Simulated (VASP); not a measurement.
Input of a VASP 6.6.1 run:

POSCAR

```
Rh
1.0
    0.0000000000      1.8938524017      1.8938524017
    1.8938524017      0.0000000000      1.8938524017
    1.8938524017      1.8938524017      0.0000000000
Rh
1
Direct
    0.0000000000      0.0000000000      0.0000000000
```

File INCAR.step1:

```
PREC = Accurate ; ENCUT = 550
ISMEAR = 0 ; SIGMA = 0.1
LREAL = F ; LASPH = T
NELM = 120 ; NBANDS = 14
GGA = PE ; ALGO = Normal
EDIFF = 1E-5 ; LWAVE = T
LCHARG = F ; GGA_COMPAT = F
```

Contents of INCAR.step2:

```
PREC = Accurate ; ENCUT = 550
EDIFF = 1E-6 ; ISMEAR = 0
SIGMA = 0.1 ; LREAL = F
LASPH = T ; NELM = 120
ALGO = Normal ; ISIF = 2
LWAVE = F ; LCHARG = T
METAGGA = R2SCAN ; LMIXTAU = T
LUSE_VDW = T ; IVDW_NL = 2
BPARAM = 11.95 ; CPARAM = 0.0093
LELF = T ; LVHAR = T
NBANDS = 14 ; ISTART = 1
GGA_COMPAT = F
```

Contents of KPOINTS:

```
regular mesh
0
Gamma
  18 18 18
```

Potentials or basis: VASP PAW PBE potentials, release 64 (Rh_pv).

Launch:

```sh
$ cat potpaw_PBE.64/Rh_pv/POTCAR > POTCAR
$ cp INCAR.step1 INCAR
$ mpirun -np 1 vasp_std > vasp.out
$ cp INCAR.step2 INCAR
$ mpirun -np 1 vasp_std > vasp.out
```

Question: Estimate the pressure.

Answer: 1.5 GPa.

Question: What does it give for the band gap on the k mesh?

Answer: Zero (an odd number of electrons rules out a gap without spin polarisation).

Caveat: an empty level that is flat over the whole mesh can mark a ghost state of the potentials, or a narrow d or f band; the PAW data sets were made with another functional, which shifts forces and pressure a little.
